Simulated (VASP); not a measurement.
# Ca (P6_3/mmc) in VASP: a series of runs, part 2 of 2

VASP 6.6.1. The steps go on from the part before.

### 5 Single point, PBE (strain +0.080 along x and y, +0.000 along z)

File INCAR:

```
SYSTEM = Ca
PREC     = Accurate       ! precision mode
ENCUT    = 520            ! plane-wave cutoff, eV
EDIFF    = 1E-6           ! SCF threshold, eV
ISMEAR   = 0              ! smearing method
SIGMA    = 0.15           ! smearing width, eV
LREAL    = .False.        ! projectors in reciprocal space
LASPH    = .True.         ! aspherical terms in the spheres
NELM     = 60             ! most SCF steps
ALGO     = Fast           ! electronic algorithm
ISIF     = 2              ! what is computed and relaxed
LWAVE    = .False.        ! write WAVECAR
LCHARG   = .False.        ! write CHGCAR
GGA      = PE             ! functional
NBANDS   = 17             ! bands
```

File KPOINTS:

```
Automatic mesh
0
Gamma
  15 15 8
  0 0 0
```

File POSCAR:

```
Ca
1.0
    4.2983994823      0.0000000000      0.0000000000
   -2.1491997411      3.7225231472      0.0000000000
    0.0000000000      0.0000000000      6.5200000000
Ca
2
Direct
    0.3333333333      0.6666666667      0.2500000000
    0.6666666667      0.3333333333      0.7500000000
```

Potentials or basis: VASP PAW PBE potentials, release 64 (Ca_sv).

On the command line:

```bash
$ cat potpaw_PBE.64/Ca_sv/POTCAR > POTCAR
$ mpirun -np 1 vasp_std > vasp.out
```

OUTCAR:

```text
SYSTEM = Ca
   PREC = Accurate
   ENCUT = 520
   EDIFF = 1E-6
   ISMEAR = 0
   LREAL = .False.
   LASPH = .True.
   NELM = 60
   ISIF = 2
   GGA = PE

 ion  position               nearest neighbor table
   1  0.333  0.667  0.250-
   2  0.667  0.333  0.750-

  LATTYP: Found a hexagonal cell.
 ALAT       =     4.2983994823
 C/A-ratio  =     1.5168436593

  Lattice vectors:

 A1 = (   4.2983994823,   0.0000000000,   0.0000000000)
 A2 = (  -2.1491997411,   3.7225231472,   0.0000000000)
 A3 = (   0.0000000000,   0.0000000000,   6.5200000000)

Analysis of symmetry for initial positions (statically):
=====================================================================
 Subroutine PRICEL returns:
 Original cell was already a primitive cell.

 Routine SETGRP: Setting up the symmetry group for a
 hexagonal supercell.

 Subroutine GETGRP returns: Found 24 space group operations
 (whereof 12 operations were pure point group operations)
 out of a pool of 24 trial point group operations.

The static configuration has the point symmetry D_3d.
 The point group associated with its full space group is D_6h.

Analysis of symmetry for dynamics (positions and initial velocities):
=====================================================================
 Subroutine PRICEL returns:
 Original cell was already a primitive cell.

 Routine SETGRP: Setting up the symmetry group for a
 hexagonal supercell.

 Subroutine GETGRP returns: Found 24 space group operations
 (whereof 12 operations were pure point group operations)
 out of a pool of 24 trial point group operations.

The dynamic configuration has the point symmetry D_3d.
 The point group associated with its full space group is D_6h.

 Subroutine INISYM returns: Found 24 space group operations
 (whereof 12 operations are pure point group operations),
 and found     1 'primitive' translations

----------------------------------------------------------------------------------------

                                     Primitive cell

  volume of cell :     104.3258

  direct lattice vectors                    reciprocal lattice vectors
     4.298399482  0.000000000  0.000000000     0.232644733  0.134317499  0.000000000
    -2.149199741  3.722523147  0.000000000     0.000000000  0.268634998  0.000000000
     0.000000000  0.000000000  6.520000000     0.000000000  0.000000000  0.153374233

  length of vectors
     4.298399482  4.298399482  6.520000000     0.268634998  0.268634998  0.153374233

  position of ions in fractional coordinates (direct lattice)
     0.333333333  0.666666667  0.250000000
     0.666666667  0.333333333  0.750000000

  ion indices of the primitive-cell ions
   primitive index   ion index
                 1           1
                 2           2

----------------------------------------------------------------------------------------

 KPOINTS: Automatic mesh

Automatic generation of k-mesh.
 Grid dimensions read from file:
 generate k-points for:   15   15    8

 Generating k-lattice:

  Cartesian coordinates                     Fractional coordinates (reciprocal lattice)
     0.015509649  0.008954500  0.000000000     0.066666667  0.000000000  0.000000000
     0.000000000  0.017909000  0.000000000     0.000000000  0.066666667  0.000000000
     0.000000000  0.000000000  0.019171779     0.000000000  0.000000000  0.125000000

  Length of vectors
     0.017909000  0.017909000  0.019171779

  Shift w.r.t. Gamma in fractional coordinates (k-lattice)
     0.000000000  0.000000000  0.000000000

 Subroutine IBZKPT returns following result:
 ===========================================

 Found    135 irreducible k-points:

 Following reciprocal coordinates:
            Coordinates               Weight
  0.000000  0.000000  0.000000      1.000000
  0.066667  0.000000  0.000000      6.000000
  0.133333  0.000000  0.000000      6.000000
  0.200000  0.000000  0.000000      6.000000
  0.266667  0.000000  0.000000      6.000000
  0.333333  0.000000  0.000000      6.000000
[... 16 lines left out ...]
  0.333333  0.200000  0.000000     12.000000
  0.400000  0.200000  0.000000      6.000000
 [... further k-points ...]
   k-points           NKPTS =    135   k-points in BZ     NKDIM =    135   number of bands    NBANDS=     17
   number of dos      NEDOS =    301   number of ions     NIONS =      2
   total plane-waves  NPLWV =  49152
   dimension x,y,z NGX =    32 NGY =   32 NGZ =   48
   dimension x,y,z NGXF=    64 NGYF=   64 NGZF=   96
   ions per type =               2
   NGX,Y,Z   is equivalent  to a cutoff of  12.38, 12.38, 12.24 a.u.
   NGXF,Y,Z  is equivalent  to a cutoff of  24.75, 24.75, 24.48 a.u.
 SYSTEM =  Ca
   PREC   = accura    normal or accurate (medium, high low for compatibility)
   ISTART =      0    job   : 0-new  1-cont  2-samecut
   ICHARG =      2    charge: 1-file 2-atom 10-const
   ISPIN  =      1    spin polarized calculation?
   LNONCOLLINEAR =      F non collinear calculations
   LSORBIT =      F    spin-orbit coupling
   LASPH  =      T    aspherical Exc in radial PAW
   ENCUT  =  520.0 eV  38.22 Ry    6.18 a.u.   7.99  7.99 12.12*2*pi/ulx,y,z
   NELM   =     60;   NELMIN=  2; NELMDL= -5     # of ELM steps
   EDIFF  = 0.1E-05   stopping-criterion for ELM
   LREAL  =      F    real-space projection
   EDIFFG = 0.1E-04   stopping-criterion for IOM
   NSW    =      0    number of steps for IOM
   IBRION =     -1    ionic relax: 0-MD 1-quasi-New 2-CG
   NFREE  =      0    steps in history (QN), initial steepest desc. (CG)
   ISIF   =      2    stress and relaxation
   ISYM   =      2    0-nonsym 1-usesym 2-fastsym
   POTIM  = 0.5000    time-step for ionic-motion
   TEBEG  =    0.0;   TEEND  =   0.0 temperature during run
   PSTRESS=    0.0 pullay stress
   NELECT =      20.0000    total number of electrons
   NUPDOWN=      -1.0000    fix difference up-down
   EMIN   =  10.00;   EMAX   =-10.00  energy-range for DOS
   EFERMI =   0.00;   METHOD = LEGACY
   ISMEAR =     0;   SIGMA  =   0.15  broadening in eV -4-tet -1-fermi 0-gaus
   EFERMI_NEDOS =   21; number of points for ismear=-14 and -15
   IALGO  =     68    algorithm
   IMIX   =      4    mixing-type and parameters
     AMIX     =   0.40;   BMIX     =  1.00
     AMIX_MAG =   1.60;   BMIX_MAG =  1.00
  volume/ion in A,a.u.               =      52.16       352.01
  Fermi-wavevector in a.u.,A,eV,Ry     =   0.943961  1.783828 12.123650  0.891063
  Thomas-Fermi vector in A             =   2.071720
   LORBIT       =      0    0 simple, 1 ext, 2 COOP (PROOUT), +10 PAW based schemes
   GGA     = PE    functional components
   LHFCALC =     F    Hartree Fock is set to
   AEXX    =    0.0000 exact exchange contribution
   IVDW    =     0    specifies the selected vdW correction
   LEPSILON=     F    determine dielectric tensor
   LRPA    =     F    only Hartree local field effects (RPA)
 non-spin polarized calculation
 RMM-DIIS sequential band-by-band and
 Gauss-broadening in eV      SIGMA  =   0.15
  energy-cutoff  :      520.00
  volume of cell :      104.33
 maximum number of plane-waves:      2832
 NGX is ok and might be reduce to    32
   NGX = 15   NGY = 15   NGZ = 25

 number of electron      19.9999999 magnetization

 Free energy of the ion-electron system (eV)
  ---------------------------------------------------
  ext. energy  EPLUGINS =         0.00000000
  ---------------------------------------------------
  free energy    TOTEN  =        -3.67062787 eV

  energy without entropy =       -3.63930260  energy(sigma->0) =       -3.65496523

 E-fermi :   1.2314     XC(G=0):  -7.1061

 val. band max:        1.2307989966   @ k =   0.1333   0.0000   0.0000
 cond. band min:       1.2323874252   @ k =   0.4000   0.0667   0.2500
 fundamental gap:      0.0015884287
 Fermi energy:         1.2314339014

 k-point     1 :       0.0000    0.0000    0.0000
  band No.  band energies     occupation
      1     -41.3176      2.00000
      2     -41.3109      2.00000
      3     -22.3187      2.00000
      4     -22.2636      2.00000
      5     -22.2636      2.00000
      6     -22.2501      2.00000
[... 9 lines left out ...]
     16       3.5028      0.00000
     17       3.5936      0.00000

 k-point     2 :       0.0667    0.0000    0.0000
  band No.  band energies     occupation
      1     -41.3174      2.00000
      2     -41.3109      2.00000
      3     -22.3178      2.00000
      4     -22.2651      2.00000
      5     -22.2642      2.00000
      6     -22.2517      2.00000
[... 9 lines left out ...]
     16       3.5332      0.00000
     17       3.5526      0.00000
[... 421 lines left out ...]
 k-point    24 :       0.4000    0.2000    0.0000
  band No.  band energies     occupation
      1     -41.3126      2.00000
      2     -41.3112      2.00000
      3     -22.2953      2.00000
      4     -22.2845      2.00000
      5     -22.2827      2.00000
      6     -22.2806      2.00000
[... 9 lines left out ...]
     16       4.3959      0.00000
     17       4.5277      0.00000

 [... further k-points ...]
[... 5 lines left out ...]
  --------------------------------------------------------------------------------------
  -------------------------------------------------------------------------------------
  Total       -1.8522241     -1.8522241     -1.0541917     -0.0000000     -0.0000000      0.0000000
  in kB      -28.4454195    -28.4454195    -16.1896843     -0.0000000     -0.0000000      0.0000000
  external PRESSURE =     -24.3601744 kB  Pullay stress =       0.0000000 kB

 VOLUME and BASIS-vectors are now :
 -----------------------------------------------------------------------------
  energy-cutoff  :      520.00
  volume of cell :      104.33
      direct lattice vectors                 reciprocal lattice vectors
     4.298399482  0.000000000  0.000000000     0.232644733  0.134317499  0.000000000
    -2.149199741  3.722523147  0.000000000     0.000000000  0.268634998  0.000000000
     0.000000000  0.000000000  6.520000000     0.000000000  0.000000000  0.153374233

 POSITION                                       TOTAL-FORCE (eV/Angst)
 -----------------------------------------------------------------------------------
     -0.00000      2.48168      1.63000         0.000000      0.000000      0.000000
      2.14920      1.24084      4.89000        -0.000000     -0.000000      0.000000
 -----------------------------------------------------------------------------------
    total drift:                                0.000000     -0.000000      0.000000

  FREE ENERGIE OF THE ION-ELECTRON SYSTEM (eV)
  ---------------------------------------------------
  free  energy   TOTEN  =        -3.6706278719 eV

  energy  without entropy=       -3.6393025960  energy(sigma->0) =       -3.65496523
```

Run time: 2.3 min. Hardware: 1 thread of AMD EPYC 9R45 (Zen 5), shared host; peak memory 0.32 GiB.

What came out:

| Property | Result |
| --- | --- |
| Free energy | -3.6706 eV |
| Pressure | -2.4 GPa |
| Band gap on the k mesh | zero (band 10 reaches 1.45 eV, above the bottom of band 11 at 0.98 eV) |

Stress tensor (GPa, compression positive):
```
-2.84  0.00  0.00
 0.00 -2.84  0.00
 0.00  0.00 -1.62
```

Caveat: the cell differs from its parent crystal (strain +0.080 along x and y, +0.000 along z).

### 6 Overview

```csv
cell,further INCAR settings,gap on the mesh (eV),pressure (GPa)
"a = 3.662, b = 3.662, c = 7.042 Å, angles 90.0, 90.0, 120.0°, 2 atoms",ALGO = Fast; EDIFF = 1e-06; NBANDS = 17,none,1.0
"a = 3.980, b = 3.980, c = 5.998 Å, angles 90.0, 90.0, 120.0°, 2 atoms",ALGO = Fast; EDIFF = 1e-07; NBANDS = 17,none,0.7
"a = 3.980, b = 3.980, c = 7.042 Å, angles 90.0, 90.0, 120.0°, 2 atoms",ALGO = Fast; EDIFF = 1e-07; NBANDS = 17,none,-1.8
"a = 4.298, b = 4.298, c = 6.520 Å, angles 90.0, 90.0, 120.0°, 2 atoms",ALGO = Fast; EDIFF = 1e-06; NBANDS = 17,none,-2.4
```

Alike in all rows: task single point; level PBE; potentials or basis VASP PAW PBE potentials, release 64 (Ca_sv); no spin polarisation; k mesh 15 × 15 × 8; cutoff (eV) 520; smearing gaussian 0.15 eV.

Total energies depend on the potentials used, so only differences within one code and one set of settings carry meaning.
